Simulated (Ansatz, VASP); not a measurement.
# MoF: VASP beside Ansatz

File INCAR:

```
PREC = Accurate ; ENCUT = 520
EDIFF = 1E-6 ; ISMEAR = 0
SIGMA = 0.1 ; LREAL = False
LASPH = True ; NELM = 150
ALGO = Normal ; ISIF = 2
LWAVE = False ; LCHARG = False
ISPIN = 2 ; MAGMOM = 1 0
LORBIT = 11 ; LMAXMIX = 4
GGA = PE ; NBANDS = 22
```

KPOINTS

```
Automatic mesh
0
Gamma
  6 6 6
```

Contents of POSCAR:

```
MoF
1.0
    0.0000000000      2.4187613139      2.4187613139
    2.4187613139      0.0000000000      2.4187613139
    2.4187613139      2.4187613139      0.0000000000
Mo F
1 1
Direct
    0.0000000000      0.0000000000      0.0000000000
    0.7500000000      0.7500000000      0.7500000000
```

Input for Ansatz:

```yaml
crystal:
  lattice:
    - [0.0, 2.4187613139, 2.4187613139]
    - [2.4187613139, 0.0, 2.4187613139]
    - [2.4187613139, 2.4187613139, 0.0]
  atoms:
    - { symbol: Mo, position: [0.0, 0.0, 0.0], spin: 1.0 }
    - { symbol: F, position: [0.75, 0.75, 0.75] }
basis:
  ecutwfc: 420
kpoints:
  mp_grid: { grid: [6, 6, 6] }
hamiltonian:
  xc: pbe
scf:
  occupations: { method: gaussian, width: 0.1 }
  lower_state_search: "off"
output:
  forces: true
  stress: true
  eigenvalues: true
  populations: true
magnetization:
  spin_polarized: true
```

Alike in both runs: task single point; functional PBE; k mesh 6 × 6 × 6; occupations gaussian, width 0.1 eV; collinear spin.

|  | VASP | Ansatz |
| --- | --- | --- |
| version | VASP 6.6.1 | Ansatz 0.2.0 |
| potentials or method | VASP PAW PBE potentials, release 64 (Mo_sv, F), cutoff 520 eV | scalar-relativistic, plane waves, PAW |
| valence electrons in the cell | 21 | 21 |

VASP gave:

- gap on the k mesh at the Fermi level (eV): none
- pressure (GPa): 4.7
- net moment per atom (μB): 0.49
- size of the moment on the site where the two differ most (μB): 0.90

What did Ansatz give for the same quantities?

gap on the k mesh at the Fermi level (eV): none; pressure (GPa): 4.3; net moment per atom (μB): 0.49; size of the moment on the site where the two differ most (μB): 0.61.

Site moments also hang on the region over which each program counts them. A gap of «none» marks a metal or a gap that the smearing closes.

The k mesh is coarse, so the values compare programs but aren't converged.
